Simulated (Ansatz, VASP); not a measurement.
**MgO in VASP and in Ansatz**

```xyz
2
Lattice="0.0000 2.1022 2.1022 2.1022 0.0000 2.1022 2.1022 2.1022 0.0000" Properties=species:S:1:pos:R:3 pbc="T T T"
Mg    0.0000    0.0000    0.0000
O     2.1022    2.1022    2.1022
```

Alike in both runs: task single point; functional PBE; k mesh 8 × 8 × 8; occupations fermi-dirac, width 0.2 eV; no spin polarisation.

```csv
,VASP,Ansatz
version,VASP 6.6.1,Ansatz 0.2.0
potentials or method,"VASP PAW PBE potentials, release 64 (Mg, O)",plane waves
plane-wave cutoff (eV),520,420
valence electrons in the cell,8,16
```

VASP gave:

| Property | Result |
| --- | --- |
| pressure (GPa) | 4.9 |

Which values does Ansatz return?

Pressure (GPa): 5.6.

VASP's potentials hold 8 valence electrons a cell and Ansatz's 16, so a difference there can come from the potentials and not from the codes.
